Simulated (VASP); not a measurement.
The system is Sr3BiAs.

```
CELL_PARAMETERS angstrom
5.88000 0.00000 0.00000
0.00000 5.88000 0.00000
0.00000 0.00000 5.88000
ATOMIC_POSITIONS crystal
Sr 0.00000 0.50000 0.50000
Sr 0.50000 0.00000 0.50000
Sr 0.50000 0.50000 0.00000
Bi 0.00000 0.00000 0.00000
As 0.50000 0.50000 0.50000
```

Base run:

```yaml
Program: VASP 6.6.1
Functional: LDA
Potentials_or_basis: VASP PAW LDA potentials, release 64 (Sr_sv, Bi_d, As)
Cutoff: 520 eV
k_mesh: 5 × 5 × 5
Occupations: methfessel-paxton, width 0.1 eV
Spin: no spin polarisation
```

Its results: band gap on the k mesh zero (filled and empty bands touch); pressure -2.3 GPa.

The run is repeated on the same cell with these changes: k mesh from 5 × 5 × 5 to 2 × 2 × 2. What comes out?

Band gap on the k mesh zero (filled and empty bands touch); pressure -1.5 GPa.

Caveats: some runs use coarse meshes; spin-orbit coupling is left out, which moves the levels of the heavy elements.
